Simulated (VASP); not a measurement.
# Li5Pb3 (Fmmm) in VASP: single point with LDA

Aim: the single point of Li5Pb3 with LDA.

Program: VASP 6.6.1. These are calculated values, not measurements. Logs are shortened: lines on timing, memory, paths and dates and some standing lists are left out, and cuts for length are marked.

### 1 The cell of the first run

Symmetry: Fmmm, No. 69, orthorhombic system. The conventional cell has a = 7.180 Å, b = 9.217 Å, c = 9.247 Å, α = 90.00°, β = 90.00°, γ = 90.00°. Within 3.8 Å of Li (site symmetry 2/m) lie 8 Li at 2.92 to 3.59 Å and 6 Pb at 2.92 to 2.93 Å. Li (site symmetry 2/m) has 6 Pb at 2.92 to 2.93 Å and 8 Li at 2.93 to 3.59 Å within 3.8 Å. Within 3.8 Å of Li (site symmetry mmm) lie 8 Li at 2.92 to 2.93 Å and 6 Pb at 3.26 to 3.59 Å. Within 3.8 Å of Pb (site symmetry 2/m) lie 10 Li at 2.92 to 3.26 Å and 4 Pb at 3.26 to 3.59 Å. Pb (site symmetry mmm) has 10 Li at 2.92 to 3.59 Å and 4 Pb at 3.26 Å within 3.8 Å.

### 2 Single point, LDA

INCAR

```
SYSTEM = Li5Pb3
PREC = Accurate
ENCUT = 750
EDIFF = 1E-6
ISMEAR = 1
SIGMA = 0.05
LREAL = .FALSE.
LASPH = .TRUE.
NELM = 120
ALGO = Normal
ISIF = 2
LWAVE = .FALSE.
LCHARG = .FALSE.
NBANDS = 38
GGA_COMPAT = .FALSE.
```

KPOINTS

```
regular mesh
0
G
  4 4 4
  0 0 0
```

POSCAR

```
Li5Pb3
1.0
   -4.6083932644      2.5384715811      2.5384715811
    4.6083932644     -3.2694125147      3.2694125147
    4.6083932644      3.2694125147     -3.2694125147
Li Pb
5 3
Direct
    0.0000000000      0.0000000000      0.0000000000
    0.0000000000      0.0000000000      0.5000000000
    0.0000000000      0.5000000000      0.0000000000
    0.0000000000      0.5000000000      0.5000000000
    0.5000000000      0.0000000000      0.0000000000
    0.5000000000      0.0000000000      0.5000000000
    0.5000000000      0.5000000000      0.0000000000
    0.5000000000      0.5000000000      0.5000000000
```

Potentials or basis: VASP PAW LDA potentials, release 64 (Li_sv, Pb_d).

On the command line:

```sh
> cat potpaw_LDA.64/Li_sv/POTCAR potpaw_LDA.64/Pb_d/POTCAR > POTCAR
> mpirun -np 1 vasp_std > vasp.out
```

OUTCAR:

```text
SYSTEM = Li5Pb3
   PREC = Accurate
   ENCUT = 750
   EDIFF = 1E-6
   ISMEAR = 1
   LREAL = .FALSE.
   LASPH = .TRUE.
   NELM = 120
   ISIF = 2

 ion  position               nearest neighbor table
   1  0.000  0.000  0.000-   8 2.92   8 2.92   6 2.93   6 2.93   7 2.93   7 2.93
   2  0.000  0.000  0.500-   6 2.92   7 2.92   6 2.92   7 2.92   8 2.93   8 2.93
   3  0.000  0.500  0.000-   6 2.92   7 2.92   7 2.92   6 2.92   8 2.93   8 2.93
   4  0.000  0.500  0.500-   8 2.92   8 2.92   6 2.93   7 2.93   7 2.93   6 2.93
   5  0.500  0.000  0.000-   6 3.26   7 3.26   6 3.26   7 3.26
   6  0.500  0.000  0.500-   2 2.92   3 2.92   2 2.92   3 2.92   1 2.93   1 2.93   4 2.93   4 2.93
                             5 3.26   8 3.26   5 3.26   8 3.26   7 3.59   7 3.59
   7  0.500  0.500  0.000-   2 2.92   3 2.92   3 2.92   2 2.92   1 2.93   4 2.93   1 2.93   4 2.93
                             5 3.26   8 3.26   8 3.26   5 3.26   6 3.59   6 3.59
   8  0.500  0.500  0.500-   1 2.92   4 2.92   4 2.92   1 2.92   3 2.93   3 2.93   2 2.93   2 2.93
                             6 3.26   7 3.26   7 3.26   6 3.26

  LATTYP: Found a face centered orthorhombic cell.
 ALAT       =     7.1798818754
 B/A-ratio  =     1.2836961232
 C/A-ratio  =     1.2879452892

  Lattice vectors:

 A1 = (   4.6083932644,   3.2694125147,  -3.2694125147)
 A2 = (   0.0000000000,   5.8078840958,  -0.7309409336)
 A3 = (   4.6083932644,   2.5384715811,   2.5384715811)

Analysis of symmetry for initial positions (statically):
=====================================================================
 Subroutine PRICEL returns:
 Original cell was already a primitive cell.

 Routine SETGRP: Setting up the symmetry group for a
 face centered orthorhombic supercell.

 Subroutine GETGRP returns: Found  8 space group operations
 (whereof  4 operations were pure point group operations)
 out of a pool of  8 trial point group operations.

The static configuration has the point symmetry C_2h.
 The point group associated with its full space group is D_2h.

Analysis of symmetry for dynamics (positions and initial velocities):
=====================================================================
 Subroutine PRICEL returns:
 Original cell was already a primitive cell.

 Routine SETGRP: Setting up the symmetry group for a
 face centered orthorhombic supercell.

 Subroutine GETGRP returns: Found  8 space group operations
 (whereof  4 operations were pure point group operations)
 out of a pool of  8 trial point group operations.

The dynamic configuration has the point symmetry C_2h.
 The point group associated with its full space group is D_2h.

 Subroutine INISYM returns: Found  8 space group operations
 (whereof  4 operations are pure point group operations),
 and found     1 'primitive' translations

----------------------------------------------------------------------------------------

                                     Primitive cell

  volume of cell :     152.9860

  direct lattice vectors                    reciprocal lattice vectors
    -4.608393264  2.538471581  2.538471581     0.000000000  0.196968918  0.196968918
     4.608393264 -3.269412515  3.269412515     0.108497685  0.022018122  0.174950796
     4.608393264  3.269412515 -3.269412515     0.108497685  0.174950796  0.022018122

  length of vectors
     5.841657677  6.528047554  6.528047554     0.278556115  0.207037017  0.207037017

  position of ions in fractional coordinates (direct lattice)
     0.000000000  0.000000000  0.000000000
     0.000000000  0.000000000  0.500000000
     0.000000000  0.500000000  1.000000000
     0.000000000  0.500000000  0.500000000
     0.500000000  0.000000000  0.000000000
     0.500000000  0.000000000  0.500000000
     0.500000000  0.500000000  1.000000000
     0.500000000  0.500000000  0.500000000

  ion indices of the primitive-cell ions
   primitive index   ion index
                 1           1
                 2           2
                 3           3
                 4           4
                 5           5
                 6           6
                 7           7
                 8           8

----------------------------------------------------------------------------------------

 KPOINTS: regular mesh

Automatic generation of k-mesh.
 Grid dimensions read from file:
 generate k-points for:    4    4    4

 Generating k-lattice:

  Cartesian coordinates                     Fractional coordinates (reciprocal lattice)
     0.000000000  0.049242229  0.049242229     0.250000000  0.000000000  0.000000000
     0.027124421  0.005504530  0.043737699     0.000000000  0.250000000  0.000000000
     0.027124421  0.043737699  0.005504530     0.000000000 -0.000000000  0.250000000

  Length of vectors
     0.069639029  0.051759254  0.051759254

  Shift w.r.t. Gamma in fractional coordinates (k-lattice)
     0.000000000  0.000000000  0.000000000

 Subroutine IBZKPT returns following result:
 ===========================================

 Found     18 irreducible k-points:

 Following reciprocal coordinates:
            Coordinates               Weight
  0.000000  0.000000  0.000000      1.000000
  0.250000  0.000000  0.000000      2.000000
  0.500000  0.000000  0.000000      1.000000
 -0.000000  0.250000 -0.000000      8.000000
  0.250000  0.250000 -0.000000      8.000000
 -0.000000  0.500000 -0.000000      4.000000
[... 10 lines left out ...]
  0.250000  0.500000  0.500000      2.000000
  0.500000  0.500000  0.500000      1.000000
   k-points           NKPTS =     18   k-points in BZ     NKDIM =     18   number of bands    NBANDS=     38
   number of dos      NEDOS =    301   number of ions     NIONS =      8
   total plane-waves  NPLWV = 194400
   dimension x,y,z NGX =    54 NGY =   60 NGZ =   60
   dimension x,y,z NGXF=   108 NGYF=  120 NGZF=  120
   ions per type =               5   3
   NGX,Y,Z   is equivalent  to a cutoff of  15.37, 15.28, 15.28 a.u.
   NGXF,Y,Z  is equivalent  to a cutoff of  30.74, 30.56, 30.56 a.u.
 SYSTEM =  Li5Pb3
   PREC   = accura    normal or accurate (medium, high low for compatibility)
   ISTART =      0    job   : 0-new  1-cont  2-samecut
   ICHARG =      2    charge: 1-file 2-atom 10-const
   ISPIN  =      1    spin polarized calculation?
   LNONCOLLINEAR =      F non collinear calculations
   LSORBIT =      F    spin-orbit coupling
   LASPH  =      T    aspherical Exc in radial PAW
   ENCUT  =  750.0 eV  55.12 Ry    7.42 a.u.  13.04 14.58 14.58*2*pi/ulx,y,z
   NELM   =    120;   NELMIN=  2; NELMDL= -5     # of ELM steps
   EDIFF  = 0.1E-05   stopping-criterion for ELM
   LREAL  =      F    real-space projection
   EDIFFG = 0.1E-04   stopping-criterion for IOM
   NSW    =      0    number of steps for IOM
   IBRION =     -1    ionic relax: 0-MD 1-quasi-New 2-CG
   NFREE  =      0    steps in history (QN), initial steepest desc. (CG)
   ISIF   =      2    stress and relaxation
   ISYM   =      2    0-nonsym 1-usesym 2-fastsym
   POTIM  = 0.5000    time-step for ionic-motion
   TEBEG  =    0.0;   TEEND  =   0.0 temperature during run
   PSTRESS=    0.0 pullay stress
   NELECT =      57.0000    total number of electrons
   NUPDOWN=      -1.0000    fix difference up-down
   EMIN   =  10.00;   EMAX   =-10.00  energy-range for DOS
   EFERMI =   0.00;   METHOD = LEGACY
   ISMEAR =     1;   SIGMA  =   0.05  broadening in eV -4-tet -1-fermi 0-gaus
   EFERMI_NEDOS =   21; number of points for ismear=-14 and -15
   IALGO  =     38    algorithm
   IMIX   =      4    mixing-type and parameters
     AMIX     =   0.40;   BMIX     =  1.00
     AMIX_MAG =   1.60;   BMIX_MAG =  1.00
  volume/ion in A,a.u.               =      19.12       129.05
  Fermi-wavevector in a.u.,A,eV,Ry     =   1.178011  2.226118 18.880933  1.387709
  Thomas-Fermi vector in A             =   2.314347
   LORBIT       =      0    0 simple, 1 ext, 2 COOP (PROOUT), +10 PAW based schemes
   GGA     = CA    functional components
   LHFCALC =     F    Hartree Fock is set to
   AEXX    =    0.0000 exact exchange contribution
   IVDW    =     0    specifies the selected vdW correction
   LEPSILON=     F    determine dielectric tensor
   LRPA    =     F    only Hartree local field effects (RPA)
 non-spin polarized calculation
 Methfessel and Paxton  Order N= 1 SIGMA  =   0.05
  energy-cutoff  :      750.00
  volume of cell :      152.99
 maximum number of plane-waves:      7164
 NGX is ok and might be reduce to    54
   NGX = 27   NGY = 29   NGZ = 29

 number of electron      57.0000006 magnetization

 Free energy of the ion-electron system (eV)
  ---------------------------------------------------
  ext. energy  EPLUGINS =         0.00000000
  ---------------------------------------------------
  free energy    TOTEN  =       -25.74367941 eV

  energy without entropy =      -25.74137833  energy(sigma->0) =      -25.74291238

 E-fermi :   5.3250     XC(G=0):  -9.5912

 val. band max:        5.3183873171   @ k =   0.2500   0.5000   0.5000
 cond. band min:       5.3415957371   @ k =   0.5000   0.0000   0.0000
 fundamental gap:      0.0232084200
 Fermi energy:         5.3250419772

 k-point     1 :       0.0000    0.0000    0.0000
  band No.  band energies     occupation
      1     -40.6596      2.00000
      2     -40.3121      2.00000
      3     -40.3093      2.00000
      4     -40.3044      2.00000
      5     -40.3037      2.00000
      6     -11.9122      2.00000
[... 30 lines left out ...]
     37      11.4643      0.00000
     38      12.8496      0.00000

 k-point     2 :       0.2500    0.0000    0.0000
  band No.  band energies     occupation
      1     -40.6594      2.00000
      2     -40.3116      2.00000
      3     -40.3099      2.00000
      4     -40.3049      2.00000
      5     -40.3031      2.00000
      6     -11.9133      2.00000
[... 30 lines left out ...]
     37      10.0189      0.00000
     38      10.6883      0.00000
[... 613 lines left out ...]
     37      12.1254      0.00000
     38      12.4006      0.00000

 k-point    18 :       0.5000    0.5000    0.5000
  band No.  band energies     occupation
      1     -40.6594      2.00000
      2     -40.3105      2.00000
      3     -40.3094      2.00000
      4     -40.3053      2.00000
      5     -40.3044      2.00000
      6     -11.7261      2.00000
[... 30 lines left out ...]
     37       9.5643      0.00000
     38       9.7429      0.00000

------------------------ aborting loop because EDIFF is reached ----------------------------------------

  FORCE on cell =-STRESS in cart. coord.  units (eV):
  Direction    XX          YY          ZZ          XY          YZ          ZX
  --------------------------------------------------------------------------------------
  -------------------------------------------------------------------------------------
  Total        0.0189093     -0.0375680     -0.0375680      0.0000000     -0.0166381     -0.0000000
  in kB        0.1980316     -0.3934385     -0.3934385      0.0000000     -0.1742456     -0.0000000
  external PRESSURE =      -0.1962818 kB  Pullay stress =       0.0000000 kB

 VOLUME and BASIS-vectors are now :
 -----------------------------------------------------------------------------
  energy-cutoff  :      750.00
  volume of cell :      152.99
      direct lattice vectors                 reciprocal lattice vectors
    -4.608393264  2.538471581  2.538471581     0.000000000  0.196968918  0.196968918
     4.608393264 -3.269412515  3.269412515     0.108497685  0.022018122  0.174950796
     4.608393264  3.269412515 -3.269412515     0.108497685  0.174950796  0.022018122

 POSITION                                       TOTAL-FORCE (eV/Angst)
 -----------------------------------------------------------------------------------
      0.00000      0.00000      0.00000         0.000000      0.000000      0.000000
      2.30420      1.63471     -1.63471         0.000000      0.000000      0.000000
      2.30420     -1.63471      1.63471         0.000000      0.000000      0.000000
      4.60839      0.00000      0.00000         0.000000      0.000000      0.000000
     -2.30420      1.26924      1.26924         0.000000      0.000000      0.000000
      0.00000      2.90394     -0.36547        -0.000000      0.000000     -0.000000
      0.00000     -0.36547      2.90394        -0.000000     -0.000000      0.000000
      2.30420      1.26924      1.26924        -0.000000      0.000000      0.000000
 -----------------------------------------------------------------------------------
    total drift:                                0.000000      0.000000     -0.000000

  FREE ENERGIE OF THE ION-ELECTRON SYSTEM (eV)
  ---------------------------------------------------
  free  energy   TOTEN  =       -25.7436794066 eV

  energy  without entropy=      -25.7413783299  energy(sigma->0) =      -25.74291238
```

Wall time 3.9 min (1 thread of Intel Xeon Platinum 8488C (Sapphire Rapids), shared host); peak memory 0.41 GiB.

What came out:

- Free energy: -25.7437 eV
- Pressure: 0.0 GPa
- Band gap on the k mesh: zero (an odd number of electrons rules out a gap without spin polarisation)

Caveat: spin-orbit coupling is left out, which moves the levels of the heavy elements.
